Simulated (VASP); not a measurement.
# SnGe2P2 (P-3m1) in VASP: single point with PBE

Aim: the single point of SnGe2P2 with PBE.

All numbers are computed with VASP 6.6.1; they aren't measurements. Logs are shortened: lines on timing, memory, paths and dates and some standing lists are left out, and cuts for length are marked.

## Step 1: The cell of the first run

Symmetry: P-3m1, No. 164, trigonal system. The conventional cell has a = 4.340 Å, b = 4.340 Å, c = 7.226 Å, α = 90.00°, β = 90.00°, γ = 120.00°. Sn (site symmetry -3m) has 6 P at 3.04 Å and 6 Ge at 3.72 Å within 4.0 Å. Ge (site symmetry 3m) has 4 P at 2.71 to 2.76 Å and 3 Ge at 3.04 Å within 3.6 Å. P (site symmetry 3m) has 4 Ge at 2.71 to 2.76 Å and 3 Sn at 3.04 Å within 3.6 Å.

## Step 2: Single point, PBE

INCAR reads:

```
PREC     = Accurate       # precision mode
ENCUT    = 520            # plane-wave cutoff, eV
EDIFF    = 1E-7           # SCF threshold, eV
ISMEAR   = 0              # smearing method
SIGMA    = 0.1            # smearing width, eV
LREAL    = F              # projectors in reciprocal space
LASPH    = T              # aspherical terms in the spheres
NELM     = 80             # most SCF steps
ALGO     = Normal         # electronic algorithm
ISIF     = 2              # what is computed and relaxed
LWAVE    = F              # write WAVECAR
LCHARG   = T              # write CHGCAR
GGA      = PE             # functional
LELF     = T              # ELF
LVHAR    = T            
NBANDS   = 34             # bands
```

KPOINTS reads:

```
regular mesh
0
Gamma
  6 6 4
```

POSCAR reads:

```
SnGe2P2
1.0
    4.3395261000      0.0000000000      0.0000000000
   -2.1697630500      3.7581398400      0.0000000000
    0.0000000000      0.0000000000      7.2255304600
Sn Ge P
1 2 2
Direct
    0.0000000000      0.0000000000      0.0000000000
    0.3333333300      0.6666666700      0.6194559900
    0.6666666700      0.3333333300      0.3805440100
    0.3333333300      0.6666666700      0.2381086100
    0.6666666700      0.3333333300      0.7618913900
```

Potentials or basis: VASP PAW PBE potentials, release 64 (Sn_d, Ge_d, P).

Started as:

```bash
cat potpaw_PBE.64/Sn_d/POTCAR potpaw_PBE.64/Ge_d/POTCAR potpaw_PBE.64/P/POTCAR > POTCAR
mpirun -np 1 vasp_std > vasp.out
```

OUTCAR:

```text
PREC = Accurate
   ENCUT = 520
   EDIFF = 1E-7
   ISMEAR = 0
   LREAL = F
   LASPH = T
   NELM = 80
   ISIF = 2
   GGA = PE

 ion  position               nearest neighbor table
   1  0.000  0.000  0.000-   4 3.04   5 3.04   4 3.04   5 3.04   5 3.04   4 3.04
   2  0.333  0.667  0.619-   5 2.71   5 2.71   5 2.71   4 2.76
   3  0.667  0.333  0.381-   4 2.71   4 2.71   4 2.71   5 2.76
   4  0.333  0.667  0.238-   3 2.71   3 2.71   3 2.71   2 2.76   1 3.04   1 3.04   1 3.04
   5  0.667  0.333  0.762-   2 2.71   2 2.71   2 2.71   3 2.76   1 3.04   1 3.04   1 3.04

  LATTYP: Found a hexagonal cell.
 ALAT       =     4.3395261000
 C/A-ratio  =     1.6650505824

  Lattice vectors:

 A1 = (   4.3395261000,   0.0000000000,   0.0000000000)
 A2 = (  -2.1697630500,   3.7581398400,   0.0000000000)
 A3 = (   0.0000000000,   0.0000000000,   7.2255304600)

Analysis of symmetry for initial positions (statically):
=====================================================================
 Subroutine PRICEL returns:
 Original cell was already a primitive cell.

 Routine SETGRP: Setting up the symmetry group for a
 hexagonal supercell.

 Subroutine GETGRP returns: Found 12 space group operations
 (whereof 12 operations were pure point group operations)
 out of a pool of 24 trial point group operations.

The static configuration has the point symmetry D_3d.

Analysis of symmetry for dynamics (positions and initial velocities):
=====================================================================
 Subroutine PRICEL returns:
 Original cell was already a primitive cell.

 Routine SETGRP: Setting up the symmetry group for a
 hexagonal supercell.

 Subroutine GETGRP returns: Found 12 space group operations
 (whereof 12 operations were pure point group operations)
 out of a pool of 24 trial point group operations.

The dynamic configuration has the point symmetry D_3d.

 Subroutine INISYM returns: Found 12 space group operations
 (whereof 12 operations are pure point group operations),
 and found     1 'primitive' translations

----------------------------------------------------------------------------------------

                                     Primitive cell

  volume of cell :     117.8379

  direct lattice vectors                    reciprocal lattice vectors
     4.339526100  0.000000000  0.000000000     0.230439909  0.133044544  0.000000000
    -2.169763050  3.758139840  0.000000000     0.000000000  0.266089087  0.000000000
     0.000000000  0.000000000  7.225530460     0.000000000  0.000000000  0.138398143

  length of vectors
     4.339526100  4.339526097  7.225530460     0.266089087  0.266089087  0.138398143

  position of ions in fractional coordinates (direct lattice)
     0.000000000  0.000000000  0.000000000
     0.333333330  0.666666670  0.619455990
     0.666666670  0.333333330  0.380544010
     0.333333330  0.666666670  0.238108610
     0.666666670  0.333333330  0.761891390

  ion indices of the primitive-cell ions
   primitive index   ion index
                 1           1
                 2           2
                 3           3
                 4           4
                 5           5

----------------------------------------------------------------------------------------

 KPOINTS: regular mesh

Automatic generation of k-mesh.
 Grid dimensions read from file:
 generate k-points for:    6    6    4

 Generating k-lattice:

  Cartesian coordinates                     Fractional coordinates (reciprocal lattice)
     0.038406652  0.022174091  0.000000000     0.166666667 -0.000000000  0.000000000
     0.000000000  0.044348181  0.000000000     0.000000000  0.166666667  0.000000000
     0.000000000  0.000000000  0.034599536     0.000000000  0.000000000  0.250000000

  Length of vectors
     0.044348181  0.044348181  0.034599536

  Shift w.r.t. Gamma in fractional coordinates (k-lattice)
     0.000000000  0.000000000  0.000000000

 Subroutine IBZKPT returns following result:
 ===========================================

 Found     24 irreducible k-points:

 Following reciprocal coordinates:
            Coordinates               Weight
  0.000000  0.000000  0.000000      1.000000
  0.166667  0.000000  0.000000      6.000000
  0.333333  0.000000  0.000000      6.000000
  0.500000  0.000000  0.000000      3.000000
  0.166667  0.166667  0.000000      6.000000
  0.333333  0.166667  0.000000     12.000000
[... 16 lines left out ...]
  0.333333  0.166667  0.500000     12.000000
  0.333333  0.333333  0.500000      2.000000
   k-points           NKPTS =     24   k-points in BZ     NKDIM =     24   number of bands    NBANDS=     34
   number of dos      NEDOS =    301   number of ions     NIONS =      5
   total plane-waves  NPLWV =  55296
   dimension x,y,z NGX =    32 NGY =   32 NGZ =   54
   dimension x,y,z NGXF=    64 NGYF=   64 NGZF=  108
   ions per type =               1   2   2
   NGX,Y,Z   is equivalent  to a cutoff of  12.26, 12.26, 12.42 a.u.
   NGXF,Y,Z  is equivalent  to a cutoff of  24.52, 24.52, 24.85 a.u.
 SYSTEM =  unknown system
   PREC   = accura    normal or accurate (medium, high low for compatibility)
   ISTART =      0    job   : 0-new  1-cont  2-samecut
   ICHARG =      2    charge: 1-file 2-atom 10-const
   ISPIN  =      1    spin polarized calculation?
   LNONCOLLINEAR =      F non collinear calculations
   LSORBIT =      F    spin-orbit coupling
   LASPH  =      T    aspherical Exc in radial PAW
   ENCUT  =  520.0 eV  38.22 Ry    6.18 a.u.   8.07  8.07 13.43*2*pi/ulx,y,z
   NELM   =     80;   NELMIN=  2; NELMDL= -5     # of ELM steps
   EDIFF  = 0.1E-06   stopping-criterion for ELM
   LREAL  =      F    real-space projection
   EDIFFG = 0.1E-05   stopping-criterion for IOM
   NSW    =      0    number of steps for IOM
   IBRION =     -1    ionic relax: 0-MD 1-quasi-New 2-CG
   NFREE  =      0    steps in history (QN), initial steepest desc. (CG)
   ISIF   =      2    stress and relaxation
   ISYM   =      2    0-nonsym 1-usesym 2-fastsym
   POTIM  = 0.5000    time-step for ionic-motion
   TEBEG  =    0.0;   TEEND  =   0.0 temperature during run
   PSTRESS=    0.0 pullay stress
   NELECT =      52.0000    total number of electrons
   NUPDOWN=      -1.0000    fix difference up-down
   EMIN   =  10.00;   EMAX   =-10.00  energy-range for DOS
   EFERMI =   0.00;   METHOD = LEGACY
   ISMEAR =     0;   SIGMA  =   0.10  broadening in eV -4-tet -1-fermi 0-gaus
   EFERMI_NEDOS =   21; number of points for ismear=-14 and -15
   IALGO  =     38    algorithm
   IMIX   =      4    mixing-type and parameters
     AMIX     =   0.40;   BMIX     =  1.00
     AMIX_MAG =   1.60;   BMIX_MAG =  1.00
  volume/ion in A,a.u.               =      23.57       159.04
  Fermi-wavevector in a.u.,A,eV,Ry     =   1.246372  2.355301 21.135871  1.553443
  Thomas-Fermi vector in A             =   2.380552
   LORBIT       =      0    0 simple, 1 ext, 2 COOP (PROOUT), +10 PAW based schemes
   GGA     = PE    functional components
   LHFCALC =     F    Hartree Fock is set to
   AEXX    =    0.0000 exact exchange contribution
   IVDW    =     0    specifies the selected vdW correction
   LEPSILON=     F    determine dielectric tensor
   LRPA    =     F    only Hartree local field effects (RPA)
 non-spin polarized calculation
 Gauss-broadening in eV      SIGMA  =   0.10
  energy-cutoff  :      520.00
  volume of cell :      117.84
 maximum number of plane-waves:      3192
   NGX = 17   NGY = 17   NGZ = 27

 number of electron      51.9999997 magnetization

 Free energy of the ion-electron system (eV)
  ---------------------------------------------------
  ext. energy  EPLUGINS =         0.00000000
  ---------------------------------------------------
  free energy    TOTEN  =       -22.15710123 eV

  energy without entropy =      -22.13954532  energy(sigma->0) =      -22.14832327

 E-fermi :   5.8275     XC(G=0):  -9.8475

 val. band max:        5.8252496487   @ k =   0.3333   0.1667   0.5000
 cond. band min:       5.8711853712   @ k =   0.1667   0.0000   0.0000
 fundamental gap:      0.0459357225
 Fermi energy:         5.8274862843

 k-point     1 :       0.0000    0.0000    0.0000
  band No.  band energies     occupation
      1     -19.2342      2.00000
      2     -19.2342      2.00000
      3     -19.2228      2.00000
      4     -19.2188      2.00000
      5     -19.2188      2.00000
      6     -19.1936      2.00000
[... 26 lines left out ...]
     33       9.2185      0.00000
     34       9.2185      0.00000

 k-point     2 :       0.1667    0.0000    0.0000
  band No.  band energies     occupation
      1     -19.2337      2.00000
      2     -19.2308      2.00000
      3     -19.2220      2.00000
      4     -19.2182      2.00000
      5     -19.2167      2.00000
      6     -19.1950      2.00000
[... 26 lines left out ...]
     33       9.2642      0.00000
     34       9.5833      0.00000

 k-point     3 :       0.3333    0.0000    0.0000
  band No.  band energies     occupation
      1     -19.2327      2.00000
      2     -19.2229      2.00000
      3     -19.2215      2.00000
      4     -19.2135      2.00000
      5     -19.2113      2.00000
      6     -19.1991      2.00000
[... 26 lines left out ...]
     33       9.8993      0.00000
     34      10.5398      0.00000
[... 704 lines left out ...]
 k-point    23 :       0.3333    0.1667    0.5000
  band No.  band energies     occupation
      1     -19.2322      2.00000
      2     -19.2209      2.00000
      3     -19.2144      2.00000
      4     -19.2136      2.00000
      5     -19.2059      2.00000
      6     -19.2044      2.00000
[... 26 lines left out ...]
     33      10.5235      0.00000
     34      10.7469      0.00000

 k-point    24 :       0.3333    0.3333    0.5000
  band No.  band energies     occupation
      1     -19.2320      2.00000
      2     -19.2158      2.00000
      3     -19.2158      2.00000
      4     -19.2113      2.00000
      5     -19.2045      2.00000
      6     -19.2045      2.00000
[... 26 lines left out ...]
     33      10.8070      0.00000
     34      10.8776      0.00000

------------------------ aborting loop because EDIFF is reached ----------------------------------------

  FORCE on cell =-STRESS in cart. coord.  units (eV):
  Direction    XX          YY          ZZ          XY          YZ          ZX
  --------------------------------------------------------------------------------------
  -------------------------------------------------------------------------------------
  Total       -2.0812827     -2.0812827     -1.2031720      0.0000000     -0.0000000      0.0000000
  in kB      -28.2980607    -28.2980606    -16.3588702      0.0000000     -0.0000000      0.0000000
  external PRESSURE =     -24.3183305 kB  Pullay stress =       0.0000000 kB

 VOLUME and BASIS-vectors are now :
 -----------------------------------------------------------------------------
  energy-cutoff  :      520.00
  volume of cell :      117.84
      direct lattice vectors                 reciprocal lattice vectors
     4.339526100  0.000000000  0.000000000     0.230439909  0.133044544  0.000000000
    -2.169763050  3.758139840  0.000000000     0.000000000  0.266089087  0.000000000
     0.000000000  0.000000000  7.225530460     0.000000000  0.000000000  0.138398143

 POSITION                                       TOTAL-FORCE (eV/Angst)
 -----------------------------------------------------------------------------------
      0.00000      0.00000      0.00000         0.000000      0.000000      0.000000
     -0.00000      2.50543      4.47590         0.000000      0.000000      0.389051
      2.16976      1.25271      2.74963        -0.000000      0.000000     -0.389051
     -0.00000      2.50543      1.72046         0.000000     -0.000000      0.178405
      2.16976      1.25271      5.50507        -0.000000      0.000000     -0.178405
 -----------------------------------------------------------------------------------
    total drift:                                0.000000      0.000000      0.000000

  FREE ENERGIE OF THE ION-ELECTRON SYSTEM (eV)
  ---------------------------------------------------
  free  energy   TOTEN  =       -22.1571012313 eV

  energy  without entropy=      -22.1395453174  energy(sigma->0) =      -22.14832327
```

Run time: 2.6 min. Hardware: 1 thread of Intel Xeon Platinum 8259CL at 2.50GHz (Skylake/Cascade Lake), shared host; peak memory 0.28 GiB.

Results:

* Free energy: -22.1571 eV
* Pressure: -2.4 GPa
* Largest force: 0.389 eV/Å
* Band gap on the k mesh: zero (band 26 reaches 6.17 eV, above the bottom of band 27 at 5.78 eV)

Forces on the atoms (eV/Å):
```
Sn   0.000  0.000  0.000
Ge   0.000  0.000  0.389
Ge   0.000  0.000 -0.389
P    0.000  0.000  0.178
P    0.000  0.000 -0.178
```

Stress tensor (GPa, compression positive):
```
-2.83  0.00  0.00
 0.00 -2.83  0.00
 0.00  0.00 -1.64
```

Caveat: spin-orbit coupling is left out, which moves the levels of the heavy elements.
